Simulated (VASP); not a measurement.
# WC (P1) in VASP: further runs, part 2 of 2

VASP 6.6.1. The steps go on from the part before.

### Step 3. Single point, r2SCAN

The input, POSCAR:

```
WC
1.0
    0.0000000000      2.3021091000      2.3021091000
    2.3021091000      0.0000000000      2.3021091000
    2.3021091000      2.3021091000      0.0000000000
W C
1 1
Direct
   -0.0200050000     -0.0053940000      0.0089470000
    0.7474570000      0.7627780000      0.7477320000
```

The input, INCAR.step1:

```
PREC = Accurate ; ENCUT = 520
ISMEAR = 0 ; SIGMA = 0.005
LREAL = F ; LASPH = T
NELM = 80 ; NBANDS = 16
GGA = PE ; ALGO = Normal
EDIFF = 1E-4 ; LWAVE = T
LCHARG = F
```

The input, INCAR.step2:

```
PREC = Accurate ; ENCUT = 520
EDIFF = 1E-6 ; ISMEAR = 0
SIGMA = 0.005 ; LREAL = F
LASPH = T ; NELM = 80
ALGO = Normal ; ISIF = 2
LWAVE = F ; LCHARG = F
METAGGA = R2SCAN ; LMIXTAU = T
NBANDS = 16 ; ISTART = 1
```

The input, KPOINTS:

```
Automatic mesh
0
Gamma
  7 7 7
```

Potentials or basis: VASP PAW PBE potentials, release 64 (W_sv, C).

Run with:

```console
> cat potpaw_PBE.64/W_sv/POTCAR potpaw_PBE.64/C/POTCAR > POTCAR
> cp INCAR.step1 INCAR
> mpirun -np 1 vasp_std > vasp.out
> cp INCAR.step2 INCAR
> mpirun -np 1 vasp_std > vasp.out
```

OUTCAR:

```text
PREC = Accurate
   ENCUT = 520
   EDIFF = 1E-6
   ISMEAR = 0
   LREAL = F
   LASPH = T
   NELM = 80
   ISIF = 2
   METAGGA = R2SCAN
   ISTART = 1

 ion  position               nearest neighbor table
   1  0.980  0.995  0.009-   2 1.93   2 1.97   2 2.04   2 2.04
   2  0.747  0.763  0.748-   1 1.93   1 1.97   1 2.04   1 2.04

  LATTYP: Found a face centered cubic cell.
 ALAT       =     4.6042182000

  Lattice vectors:

 A1 = (   0.0000000000,   2.3021091000,   2.3021091000)
 A2 = (   2.3021091000,   0.0000000000,   2.3021091000)
 A3 = (   2.3021091000,   2.3021091000,   0.0000000000)

Analysis of symmetry for initial positions (statically):
=====================================================================
 Subroutine PRICEL returns:
 Original cell was already a primitive cell.

 Routine SETGRP: Setting up the symmetry group for a
 face centered cubic supercell.

 Subroutine GETGRP returns: Found  1 space group operations
 (whereof  1 operations were pure point group operations)
 out of a pool of 48 trial point group operations.

The static configuration has the point symmetry C_1 .

Analysis of symmetry for dynamics (positions and initial velocities):
=====================================================================
 Subroutine PRICEL returns:
 Original cell was already a primitive cell.

 Routine SETGRP: Setting up the symmetry group for a
 face centered cubic supercell.

 Subroutine GETGRP returns: Found  1 space group operations
 (whereof  1 operations were pure point group operations)
 out of a pool of 48 trial point group operations.

The dynamic configuration has the point symmetry C_1 .

 Subroutine INISYM returns: Found  1 space group operations
 (whereof  1 operations are pure point group operations),
 and found     1 'primitive' translations

----------------------------------------------------------------------------------------
[... 105 lines left out ...]
   NUPDOWN=      -1.0000    fix difference up-down
   EMIN   =  10.00;   EMAX   =-10.00  energy-range for DOS
   EFERMI =   0.00;   METHOD = LEGACY
   ISMEAR =     0;   SIGMA  =   0.01  broadening in eV -4-tet -1-fermi 0-gaus
   EFERMI_NEDOS =   21; number of points for ismear=-14 and -15
   IALGO  =     38    algorithm
   IMIX   =      4    mixing-type and parameters
     AMIX     =   0.40;   BMIX     =  1.00
     AMIX_MAG =   1.60;   BMIX_MAG =  1.00
  volume/ion in A,a.u.               =      12.20        82.33
  Fermi-wavevector in a.u.,A,eV,Ry     =   1.479210  2.795301 29.770385  2.188062
  Thomas-Fermi vector in A             =   2.593396
   LORBIT       =      0    0 simple, 1 ext, 2 COOP (PROOUT), +10 PAW based schemes
   METAGGA = R2SCAN    functional components
   LHFCALC =     F    Hartree Fock is set to
   AEXX    =    0.0000 exact exchange contribution
   IVDW    =     0    specifies the selected vdW correction
   LEPSILON=     F    determine dielectric tensor
   LRPA    =     F    only Hartree local field effects (RPA)
 non-spin polarized calculation
 Gauss-broadening in eV      SIGMA  =   0.01
  energy-cutoff  :      520.00
  volume of cell :       24.40
 maximum number of plane-waves:       668
   NGX = 13   NGY = 13   NGZ = 13

 number of electron      18.0000001 magnetization

 Free energy of the ion-electron system (eV)
  ---------------------------------------------------
  ext. energy  EPLUGINS =         0.00000000
  ---------------------------------------------------
  free energy    TOTEN  =       -60.14187561 eV

  energy without entropy =      -60.14185318  energy(sigma->0) =      -60.14186440

 E-fermi :   9.6243     XC(G=0): -13.6228

 val. band max:        9.5802626898   @ k =   0.0000   0.0000   0.2857
 cond. band min:       9.6250848009   @ k =   0.1429   0.0000  -0.4286
 fundamental gap:      0.0448221111
 Fermi energy:         9.6243379151

 k-point     1 :       0.0000    0.0000    0.0000
  band No.  band energies     occupation
      1     -67.0502      2.00000
      2     -30.5860      2.00000
      3     -30.5526      2.00000
      4     -30.4980      2.00000
      5      -5.3632      2.00000
      6       3.0840      2.00000
[... 433 lines left out ...]
      3     -30.6199      2.00000
      4     -30.5588      2.00000
      5      -4.0214      2.00000
      6       2.3728      2.00000
[... 8 lines left out ...]
     15      20.7342      0.00000
     16      24.3594      0.00000

 [... further k-points ...]
[... 5 lines left out ...]
  --------------------------------------------------------------------------------------
  -------------------------------------------------------------------------------------
  Total        2.7244275      2.7028317      2.4329323      1.7943869      0.3963160      0.3511165
  in kB      178.8867343    177.4687501    159.7470692    117.8199849     26.0222289     23.0544144
  external PRESSURE =     172.0341845 kB  Pullay stress =       0.0000000 kB

 VOLUME and BASIS-vectors are now :
 -----------------------------------------------------------------------------
  energy-cutoff  :      520.00
  volume of cell :       24.40
      direct lattice vectors                 reciprocal lattice vectors
     0.000000000  2.302109100  2.302109100    -0.217192139  0.217192139  0.217192139
     2.302109100  0.000000000  2.302109100     0.217192139 -0.217192139  0.217192139
     2.302109100  2.302109100  0.000000000     0.217192139  0.217192139 -0.217192139

 POSITION                                       TOTAL-FORCE (eV/Angst)
 -----------------------------------------------------------------------------------
      2.31029      2.27665      4.54575         0.319069      0.301787      1.496832
      3.47736      3.44209      3.47673        -0.319069     -0.301787     -1.496832
 -----------------------------------------------------------------------------------
    total drift:                               -0.000136     -0.000003      0.000030

  FREE ENERGIE OF THE ION-ELECTRON SYSTEM (eV)
  ---------------------------------------------------
  free  energy   TOTEN  =       -60.1418756102 eV

  energy  without entropy=      -60.1418531849  energy(sigma->0) =      -60.14186440
```

OUTCAR.step1:

```text
PREC = Accurate
   ENCUT = 520
   ISMEAR = 0
   LREAL = F
   LASPH = T
[... 676 lines left out ...]
 -----------------------------------------------------------------------------------
      2.31029      2.27665      4.54575         0.306517      0.279355      1.515480
      3.47736      3.44209      3.47673        -0.306517     -0.279355     -1.515480
 -----------------------------------------------------------------------------------
    total drift:                               -0.000146     -0.000315      0.000219

  FREE ENERGIE OF THE ION-ELECTRON SYSTEM (eV)
  ---------------------------------------------------
  free  energy   TOTEN  =       -20.9443636911 eV

  energy  without entropy=      -20.9443418354  energy(sigma->0) =      -20.94435276
```

Wall time 57 s (1 thread of Intel Xeon 6975P-C (Granite Rapids), shared host); peak memory 0.19 GiB.

What came out:

| Property | Result |
| --- | --- |
| Free energy | -60.1419 eV |
| Pressure | 17.2 GPa |
| Largest force | 1.560 eV/Å |
| Band gap on the k mesh | zero (band 9 reaches 10.21 eV, above the bottom of band 10 at 9.24 eV) |

Forces in eV/Å, atoms in the order of the input:
```
W    0.319  0.302  1.497
C   -0.319 -0.302 -1.497
```

Stress tensor (GPa, compression positive):
```
17.89 11.78  2.31
11.78 17.75  2.60
 2.31  2.60 15.97
```

Caveat: the PAW data sets were made with another functional, which shifts forces and pressure a little; spin-orbit coupling is left out, which moves the levels of the heavy elements.
